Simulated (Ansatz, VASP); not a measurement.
## SnO: VASP beside Ansatz

```
CELL_PARAMETERS angstrom
3.10515 0.00000 0.00000
0.00000 3.10515 0.00000
0.00000 0.00000 3.10515
ATOMIC_POSITIONS crystal
Sn 0.50000 0.50000 0.50000
O 0.00000 0.00000 0.00000
```

Alike in both runs: functional r2SCAN; k mesh 6 × 6 × 6; occupations gaussian, width 0.1 eV; no spin polarisation.

Ansatz relaxed the structure, and its values are those at the end. VASP's run is a single point on that final structure, the one shown.

```csv
,VASP,Ansatz
version,VASP 6.6.1,Ansatz 0.2.0
potentials or method,"VASP PAW PBE potentials, release 64 (Sn_d, O), cutoff 520 eV","scalar-relativistic, plane waves, PAW"
valence electrons in the cell,20,20
```

Ansatz gave:

| Property | Result |
| --- | --- |
| gap on the k mesh at the Fermi level (eV) | 0.36 |
| least direct gap on the mesh (eV) | 1.02 |
| pressure (GPa) | 0.0 |

Question: Which values does VASP return?

Answer: gap on the k mesh at the Fermi level (eV): 0.36; least direct gap on the mesh (eV): 1.03; pressure (GPa): 0.1.

VASP's potentials were made for PBE, not for r2SCAN.
